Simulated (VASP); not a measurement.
# Sc3Al5N8 (Cm) in VASP: a series of runs

Sc3Al5N8 is run at these levels: PBEsol; tasks: single point, relaxation of cell and atoms.

Everything below comes from runs of VASP 6.6.1. Logs are shortened: lines on timing, memory, paths and dates and some standing lists are left out, and cuts for length are marked.

### Step 1. The cell of the first run

The structure is monoclinic, space group Cm (No. 8). The conventional cell has a = 11.525 Å, b = 6.532 Å, c = 4.951 Å, α = 90.00°, β = 90.22°, γ = 90.00°. Within 2.7 Å of Sc (site symmetry 1) lie 4 N at 2.03 to 2.13 Å. Within 2.7 Å of Sc (site symmetry m) lie 4 N at 2.07 to 2.12 Å. Within 2.5 Å of Al (site symmetry m) lie 4 N at 1.87 to 1.92 Å. Al (site symmetry m) has 4 N at 1.88 to 1.91 Å within 2.5 Å. Al (site symmetry m) has 4 N at 1.89 to 1.97 Å within 2.5 Å. Al (site symmetry 1) has 4 N at 1.90 to 1.97 Å within 2.5 Å. N (site symmetry 1) has 2 Al at 1.92 to 1.93 Å and 2 Sc at 2.07 to 2.13 Å within 2.5 Å. Within 2.5 Å of N (site symmetry m) lie 4 Al at 1.92 to 1.97 Å.

### Step 2. Single point, PBEsol

Input file INCAR:

```
ALGO     = Normal         # electronic algorithm
EDIFF    = 1E-6           # SCF threshold, eV
ENCUT    = 520            # plane-wave cutoff, eV
GGA      = PS             # functional
ISIF     = 2              # what is computed and relaxed
ISMEAR   = 0              # smearing method
LASPH    = True           # aspherical terms in the spheres
LCHARG   = True           # write CHGCAR
LELF     = True           # ELF
LREAL    = Auto         
LVHAR    = True         
LWAVE    = False          # write WAVECAR
NBANDS   = 58             # bands
NELM     = 100            # most SCF steps
PREC     = Accurate       # precision mode
SIGMA    = 0.02           # smearing width, eV
```

Input file KPOINTS:

```
k-points
0
Gamma
  6 4 4
```

Input file POSCAR:

```
Sc3Al5N8
1.0
   -0.0087104785     -0.0050289971     -4.9509742408
    3.3572062804      5.7096399968      0.0108417276
    3.2660901435     -5.6570340706      0.0000000000
Sc Al N
3 5 8
Direct
    0.0174554502      0.1593027449      0.3249444696
    0.0174554502      0.1593027449      0.8343582753
    0.5163509286      0.3470312188      0.6735156094
    0.0079753232      0.6637434667      0.3318717333
    0.0061194040      0.6713251114      0.8356625557
    0.5037172180      0.3393924524      0.1696962262
    0.5059633889      0.8296731750      0.6651127540
    0.5059633889      0.8296731750      0.1645604210
    0.5878206518      0.1566442674      0.3159732207
    0.5878206518      0.1566442674      0.8406710467
    0.6203835353      0.6669043962      0.3334521981
    0.6249390508      0.6942883823      0.8471441911
    0.0880562331      0.3525445197      0.6762722598
    0.1229926509      0.3554346405      0.1777173202
    0.1234933370      0.8090477190      0.6534047115
    0.1234933370      0.8090477190      0.1556430075
```

Potentials or basis: VASP PAW PBE potentials, release 64 (Sc_sv, Al, N).

On the command line:

```console
> cat potpaw_PBE.64/Sc_sv/POTCAR potpaw_PBE.64/Al/POTCAR potpaw_PBE.64/N/POTCAR > POTCAR
> mpirun -np 1 vasp_std > vasp.out
```

OUTCAR:

```text
EDIFF = 1E-6
   ENCUT = 520
   GGA = PS
   ISIF = 2
   ISMEAR = 0
   LASPH = True
   LREAL = Auto
   NELM = 100
   PREC = Accurate

 ion  position               nearest neighbor table
   1  0.017  0.159  0.325-  14 2.03  13 2.03  16 2.09   9 2.13   6 3.07   8 3.08   8 3.16   3 3.17
                             3 3.18   6 3.18   2 3.20   5 3.24   4 3.31   4 3.32   2 3.33   5 3.39
   2  0.017  0.159  0.834-  14 2.03  13 2.03  15 2.09  10 2.13   6 3.07   7 3.08   7 3.16   3 3.17
                             3 3.18   6 3.18   1 3.20   5 3.24   4 3.31   4 3.32   1 3.33   5 3.39
   3  0.516  0.347  0.674-  10 2.07   9 2.07  12 2.07  13 2.12   5 3.06   5 3.15   1 3.17   2 3.17
                             2 3.18   1 3.18   7 3.22   8 3.22   6 3.27   6 3.27
   4  0.008  0.664  0.332-  14 1.87  16 1.92  15 1.92  11 1.92   6 3.09   8 3.11   7 3.11   6 3.11
                             8 3.13   7 3.13   5 3.27   5 3.27   1 3.31   2 3.31   2 3.32   1 3.32
   5  0.006  0.671  0.836-  13 1.88  12 1.89  15 1.91  16 1.91   3 3.06   8 3.10   7 3.10   7 3.11
                             8 3.11   3 3.15   2 3.24   1 3.24   4 3.27   4 3.27   2 3.39   1 3.39
   6  0.504  0.339  0.170-  14 1.89   9 1.92  10 1.92  11 1.97   2 3.07   1 3.07   4 3.09   4 3.11
                             1 3.18   2 3.18   8 3.26   7 3.26   3 3.27   3 3.27   8 3.36   7 3.36
   7  0.506  0.830  0.665-  15 1.90  12 1.90  10 1.93  11 1.97   2 3.08   5 3.10   5 3.11   4 3.11
                             4 3.13   2 3.16   3 3.22   8 3.26   6 3.26   8 3.27   6 3.36
   8  0.506  0.830  0.165-  16 1.90  12 1.90   9 1.93  11 1.97   1 3.08   5 3.10   5 3.11   4 3.11
                             4 3.13   1 3.16   3 3.22   7 3.26   6 3.26   7 3.27   6 3.36
   9  0.588  0.157  0.316-   6 1.92   8 1.93   3 2.07   1 2.13
  10  0.588  0.157  0.841-   6 1.92   7 1.93   3 2.07   2 2.13
  11  0.620  0.667  0.333-   4 1.92   8 1.97   7 1.97   6 1.97
  12  0.625  0.694  0.847-   5 1.89   7 1.90   8 1.90   3 2.07
  13  0.088  0.353  0.676-   5 1.88   1 2.03   2 2.03   3 2.12
  14  0.123  0.355  0.178-   4 1.87   6 1.89   2 2.03   1 2.03
  15  0.123  0.809  0.653-   7 1.90   5 1.91   4 1.92   2 2.09
  16  0.123  0.809  0.156-   8 1.90   5 1.91   4 1.92   1 2.09

  LATTYP: Found a base centered monoclinic cell.
 ALAT       =    11.5245122448
 B/A-ratio  =     0.5668075271
 C/A-ratio  =     0.4296046854
 COS(beta)  =    -0.0039130139

  Lattice vectors:

 A1 = (   3.3572062804,   5.7096399968,   0.0108417276)
 A2 = (   6.6232964239,   0.0526059262,   0.0108417276)
 A3 = (  -0.0087104785,  -0.0050289971,  -4.9509742408)

Analysis of symmetry for initial positions (statically):
=====================================================================
 Subroutine PRICEL returns:
 Original cell was already a primitive cell.

 Routine SETGRP: Setting up the symmetry group for a
 base centered monoclinic supercell.

 Subroutine GETGRP returns: Found  2 space group operations
 (whereof  2 operations were pure point group operations)
 out of a pool of  4 trial point group operations.

The static configuration has the point symmetry C_1h.

Analysis of symmetry for dynamics (positions and initial velocities):
=====================================================================
 Subroutine PRICEL returns:
 Original cell was already a primitive cell.

 Routine SETGRP: Setting up the symmetry group for a
 base centered monoclinic supercell.

 Subroutine GETGRP returns: Found  2 space group operations
 (whereof  2 operations were pure point group operations)
 out of a pool of  4 trial point group operations.

The dynamic configuration has the point symmetry C_1h.

 Subroutine INISYM returns: Found  2 space group operations
 (whereof  2 operations are pure point group operations),
 and found     1 'primitive' translations

----------------------------------------------------------------------------------------

                                     Primitive cell

  volume of cell :     186.3541

  direct lattice vectors                    reciprocal lattice vectors
    -0.008710479 -0.005028997 -4.950974241     0.000329115  0.000190015 -0.201981221
     3.357206280  5.709639997  0.010841728     0.150293605  0.086772053 -0.000352558
     3.266090144 -5.657034071  0.000000000     0.151690924 -0.089192280 -0.000176279

  length of vectors
     4.950984457  6.623514207  6.532180287     0.201981579  0.173544465  0.175969970

  position of ions in fractional coordinates (direct lattice)
     0.017455450  0.159302745  0.324944470
     0.017455450  0.159302745  0.834358275
     0.516350929  0.347031219  0.673515609
     0.007975323  0.663743467  0.331871733
     0.006119404  0.671325111  0.835662556
     0.503717218  0.339392452  0.169696226
[... 8 lines left out ...]
     0.123493337  0.809047719  0.653404712
     0.123493337  0.809047719  0.155643007

  ion indices of the primitive-cell ions
   primitive index   ion index
                 1           1
                 2           2
                 3           3
                 4           4
                 5           5
                 6           6
[... 8 lines left out ...]
                15          15
                16          16

----------------------------------------------------------------------------------------

 KPOINTS: k-points

Automatic generation of k-mesh.
 Grid dimensions read from file:
 generate k-points for:    6    4    4

 Generating k-lattice:

  Cartesian coordinates                     Fractional coordinates (reciprocal lattice)
     0.000054853  0.000031669 -0.033663537     0.166666667 -0.000000000  0.000000000
     0.037573401  0.021693013 -0.000088140     0.000000000  0.250000000 -0.000000000
     0.037922731 -0.022298070 -0.000044070    -0.000000000  0.000000000  0.250000000

  Length of vectors
     0.033663596  0.043386116  0.043992492

  Shift w.r.t. Gamma in fractional coordinates (k-lattice)
     0.000000000  0.000000000  0.000000000

 Subroutine IBZKPT returns following result:
 ===========================================

 Found     34 irreducible k-points:

 Following reciprocal coordinates:
            Coordinates               Weight
  0.000000  0.000000  0.000000      1.000000
  0.166667  0.000000  0.000000      2.000000
  0.333333  0.000000  0.000000      2.000000
  0.500000  0.000000  0.000000      1.000000
  0.000000  0.250000  0.000000      2.000000
  0.166667  0.250000  0.000000      2.000000
[... 16 lines left out ...]
  0.333333  0.250000  0.250000      4.000000
  0.500000  0.250000  0.250000      4.000000
 [... further k-points ...]
   k-points           NKPTS =     34   k-points in BZ     NKDIM =     34   number of bands    NBANDS=     58
   number of dos      NEDOS =    301   number of ions     NIONS =     16
   total plane-waves  NPLWV = 100000
   dimension x,y,z NGX =    40 NGY =   50 NGZ =   50
   dimension x,y,z NGXF=    80 NGYF=  100 NGZF=  100
   ions per type =               3   5   8
   NGX,Y,Z   is equivalent  to a cutoff of  13.43, 12.55, 12.73 a.u.
   NGXF,Y,Z  is equivalent  to a cutoff of  26.86, 25.10, 25.45 a.u.
 SYSTEM =  unknown system
   PREC   = accura    normal or accurate (medium, high low for compatibility)
   ISTART =      0    job   : 0-new  1-cont  2-samecut
   ICHARG =      2    charge: 1-file 2-atom 10-const
   ISPIN  =      1    spin polarized calculation?
   LNONCOLLINEAR =      F non collinear calculations
   LSORBIT =      F    spin-orbit coupling
   LASPH  =      T    aspherical Exc in radial PAW
   ENCUT  =  520.0 eV  38.22 Ry    6.18 a.u.   9.21 12.32 12.15*2*pi/ulx,y,z
   NELM   =    100;   NELMIN=  2; NELMDL= -5     # of ELM steps
   EDIFF  = 0.1E-05   stopping-criterion for ELM
   LREAL  =      T    real-space projection
   EDIFFG = 0.1E-04   stopping-criterion for IOM
   NSW    =      0    number of steps for IOM
   IBRION =     -1    ionic relax: 0-MD 1-quasi-New 2-CG
   NFREE  =      0    steps in history (QN), initial steepest desc. (CG)
   ISIF   =      2    stress and relaxation
   ISYM   =      2    0-nonsym 1-usesym 2-fastsym
   POTIM  = 0.5000    time-step for ionic-motion
   TEBEG  =    0.0;   TEEND  =   0.0 temperature during run
   PSTRESS=    0.0 pullay stress
   NELECT =      88.0000    total number of electrons
   NUPDOWN=      -1.0000    fix difference up-down
   EMIN   =  10.00;   EMAX   =-10.00  energy-range for DOS
   EFERMI =   0.00;   METHOD = LEGACY
   ISMEAR =     0;   SIGMA  =   0.02  broadening in eV -4-tet -1-fermi 0-gaus
   EFERMI_NEDOS =   21; number of points for ismear=-14 and -15
   IALGO  =     38    algorithm
   IMIX   =      4    mixing-type and parameters
     AMIX     =   0.40;   BMIX     =  1.00
     AMIX_MAG =   1.60;   BMIX_MAG =  1.00
  volume/ion in A,a.u.               =      11.65        78.60
  Fermi-wavevector in a.u.,A,eV,Ry     =   1.274841  2.409100 22.112459  1.625220
  Thomas-Fermi vector in A             =   2.407587
   LORBIT       =      0    0 simple, 1 ext, 2 COOP (PROOUT), +10 PAW based schemes
   GGA     = PS    functional components
   LHFCALC =     F    Hartree Fock is set to
   AEXX    =    0.0000 exact exchange contribution
   IVDW    =     0    specifies the selected vdW correction
   LEPSILON=     F    determine dielectric tensor
   LRPA    =     F    only Hartree local field effects (RPA)
 non-spin polarized calculation
 Gauss-broadening in eV      SIGMA  =   0.02
  energy-cutoff  :      520.00
  volume of cell :      186.35
 maximum number of plane-waves:      5036
 NGX is ok and might be reduce to    40
   NGX = 19   NGY = 25   NGZ = 25

 number of electron      87.9999997 magnetization

 Free energy of the ion-electron system (eV)
  ---------------------------------------------------
  ext. energy  EPLUGINS =         0.00000000
  ---------------------------------------------------
  free energy    TOTEN  =      -133.38876634 eV

  energy without entropy =     -133.38876634  energy(sigma->0) =     -133.38876634

 E-fermi :   4.8700     XC(G=0): -11.0429

 val. band max:        4.7229748272   @ k =   0.5000   0.0000   0.0000
 cond. band min:       7.8549897586   @ k =  -0.0000   0.2500   0.5000
 fundamental gap:      3.1320149314
 Fermi energy:         4.8699844908

 k-point     1 :       0.0000    0.0000    0.0000
  band No.  band energies     occupation
      1     -42.0452      2.00000
      2     -41.9539      2.00000
      3     -41.9335      2.00000
      4     -21.0864      2.00000
      5     -21.0169      2.00000
      6     -20.9504      2.00000
[... 48 lines left out ...]
     55      10.3637      0.00000
     56      10.9113      0.00000

 k-point     2 :       0.1667    0.0000    0.0000
  band No.  band energies     occupation
      1     -42.0435      2.00000
      2     -41.9556      2.00000
      3     -41.9335      2.00000
      4     -21.1105      2.00000
      5     -21.0001      2.00000
      6     -20.9702      2.00000
[... 48 lines left out ...]
     55      10.3410      0.00000
     56      10.8752      0.00000
[... 1237 lines left out ...]
     55      10.6709      0.00000
     56      10.9341      0.00000

 k-point    24 :       0.5000    0.2500    0.2500
  band No.  band energies     occupation
      1     -42.0378      2.00000
      2     -41.9573      2.00000
      3     -41.9373      2.00000
      4     -21.1183      2.00000
      5     -21.0210      2.00000
      6     -20.9695      2.00000
[... 48 lines left out ...]
     55      10.7212      0.00000
     56      10.8636      0.00000

 [... further k-points ...]

 [bands above 56 left out]

------------------------ aborting loop because EDIFF is reached ----------------------------------------

  FORCE on cell =-STRESS in cart. coord.  units (eV):
  Direction    XX          YY          ZZ          XY          YZ          ZX
  --------------------------------------------------------------------------------------
  -------------------------------------------------------------------------------------
  Total        0.3544227      0.3124428      0.3607191      0.0363557     -0.0027641     -0.0047885
  in kB        3.0471456      2.6862232      3.1012784      0.3125680     -0.0237641     -0.0411688
  external PRESSURE =       2.9448824 kB  Pullay stress =       0.0000000 kB

 VOLUME and BASIS-vectors are now :
 -----------------------------------------------------------------------------
  energy-cutoff  :      520.00
  volume of cell :      186.35
      direct lattice vectors                 reciprocal lattice vectors
    -0.008710479 -0.005028997 -4.950974241     0.000329115  0.000190015 -0.201981221
     3.357206280  5.709639997  0.010841728     0.150293605  0.086772053 -0.000352558
     3.266090144 -5.657034071  0.000000000     0.151690924 -0.089192280 -0.000176279

 POSITION                                       TOTAL-FORCE (eV/Angst)
 -----------------------------------------------------------------------------------
      1.59596     -0.92875     -0.08469        -0.013165     -0.009472      0.004778
      3.25975     -3.81052     -0.08469        -0.014785     -0.006665      0.004778
      3.36032     -1.83127     -2.55268         0.000174      0.000100     -0.007080
      3.31218      1.91229     -0.03229         0.004016      0.002319     -0.006843
      4.98307     -0.89438     -0.02302        -0.000608     -0.000351     -0.002702
      1.68927      0.97530     -2.49021        -0.001133     -0.000654     -0.007286
[... 8 lines left out ...]
      4.84914      0.92242     -0.60264        -0.043292     -0.023695     -0.006646
      3.22341      3.73827     -0.60264        -0.042166     -0.025645     -0.006646
 -----------------------------------------------------------------------------------
    total drift:                               -0.006042     -0.003492     -0.012465

  FREE ENERGIE OF THE ION-ELECTRON SYSTEM (eV)
  ---------------------------------------------------
  free  energy   TOTEN  =      -133.3887663384 eV

  energy  without entropy=     -133.3887663384  energy(sigma->0) =     -133.38876634
```

Run time: 11 min. Hardware: 1 thread of Intel Xeon Platinum 8488C (Sapphire Rapids), shared host; peak memory 0.44 GiB.

What came out:

* Free energy: -133.3888 eV
* Pressure: 0.3 GPa
* Largest force: 0.068 eV/Å
* Band gap on the k mesh: 3.13 eV, indirect (least direct gap 3.23 eV)

Forces in eV/Å, atoms in the order of the input:
```
Sc  -0.013 -0.009  0.005
Sc  -0.015 -0.007  0.005
Sc   0.000  0.000 -0.007
Al   0.004  0.002 -0.007
Al  -0.001  0.000 -0.003
Al  -0.001 -0.001 -0.007
Al   0.001  0.004 -0.005
Al   0.004 -0.001 -0.005
N   -0.044  0.024  0.025
N   -0.001 -0.051  0.025
N    0.000  0.000  0.005
N    0.041  0.024 -0.009
N    0.055  0.032  0.015
N    0.055  0.032 -0.023
N   -0.043 -0.024 -0.007
N   -0.042 -0.026 -0.007
```

Levels at points of the mesh, in eV from the valence-band top:
```
           k point  band 41  band 42  band 43  band 44  band 45  band 46  band 47  band 48
(0.00, 0.00, 0.00)    -0.55    -0.35    -0.07     0.00     3.44     3.62     3.67     3.96
(0.50, 0.00, 0.00)    -0.73    -0.65    -0.57     0.00     3.79     4.20     4.23     4.44
(0.00, 0.50, 0.00)    -0.42    -0.23    -0.19    -0.09     3.51     3.52     3.97     4.36
(0.50, 0.50, 0.00)    -0.60    -0.43    -0.36    -0.29     3.98     4.44     4.64     4.67
(0.00, 0.00, 0.50)    -0.46    -0.33    -0.25    -0.16     3.24     3.63     3.80     4.11
(0.50, 0.00, 0.50)    -0.57    -0.45    -0.36    -0.22     3.85     4.09     4.32     4.74
```

Caveat: the PAW data sets were made with another functional, which shifts forces and pressure a little.

[end of part 1 of 3]
